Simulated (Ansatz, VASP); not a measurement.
## Two plane-wave programs on AgCl

Contents of POSCAR:

```
AgCl
1.0
    4.4274753329      0.0000000000      0.0000000000
   -2.2137376664      3.8343061129      0.0000000000
    0.0000000000      0.0000000000      5.6056773362
Ag Cl
2 2
Direct
    0.3333333333      0.6666666667     -0.0622204403
    0.6666666667      0.3333333333      0.4377795597
    0.3333333333      0.6666666667      0.4372204403
    0.6666666667      0.3333333333      0.9372204403
```

INCAR.step1

```
PREC = Accurate ; ENCUT = 520
ISMEAR = 0 ; SIGMA = 0.01
LREAL = False ; LASPH = True
NELM = 60 ; NBANDS = 26
GGA = PE ; ALGO = Normal
EDIFF = 1E-4 ; LWAVE = True
LCHARG = False
```

File INCAR.step2:

```
PREC = Accurate ; ENCUT = 520
EDIFF = 1E-6 ; ISMEAR = 0
SIGMA = 0.01 ; LREAL = False
LASPH = True ; NELM = 60
ALGO = Normal ; ISIF = 2
LWAVE = False ; LCHARG = False
METAGGA = R2SCAN ; LMIXTAU = True
NBANDS = 26 ; ISTART = 1
```

KPOINTS

```
Automatic mesh
0
Gamma
  6 6 4
```

Input for Ansatz:

```yaml
crystal:
  lattice:
    - [4.4274753329, 0.0, 0.0]
    - [-2.2137376664, 3.8343061129, 0.0]
    - [0.0, 0.0, 5.6056773362]
  atoms:
    - { symbol: Ag, position: [0.3333333333, 0.6666666667, -0.0622204403] }
    - { symbol: Ag, position: [0.6666666667, 0.3333333333, 0.4377795597] }
    - { symbol: Cl, position: [0.3333333333, 0.6666666667, 0.4372204403] }
    - { symbol: Cl, position: [0.6666666667, 0.3333333333, 0.9372204403] }
kpoints:
  mp_grid: { grid: [6, 6, 4] }
hamiltonian:
  xc: r2scan
scf:
  occupations: { method: fixed }
  n_extra_bands: 5
output:
  forces: true
  stress: true
  eigenvalues: true
```

Alike in both runs: task single point; functional r2SCAN; k mesh 6 × 6 × 4; no spin polarisation.

|  | VASP | Ansatz |
| --- | --- | --- |
| version | VASP 6.6.1 | Ansatz 0.2.0 |
| potentials or method | VASP PAW PBE potentials, release 64 (Ag, Cl) | plane waves, PAW |
| plane-wave cutoff (eV) | 520 | 500 |
| occupations | gaussian, width 0.01 eV | fixed |
| valence electrons in the cell | 36 | 52 |

```tsv
	VASP	Ansatz	Ansatz less VASP
gap on the k mesh at the Fermi level (eV)	1.73	1.78	+0.047
pressure (GPa)	2.8	2.8	+0.08
traceless stress, the component that is largest in VASP (GPa)	-0.19	-0.25	-0.052
```

VASP's potentials were made for PBE, not for r2SCAN. VASP's potentials hold 36 valence electrons a cell and Ansatz's 52, so a difference there can come from the potentials and not from the codes.
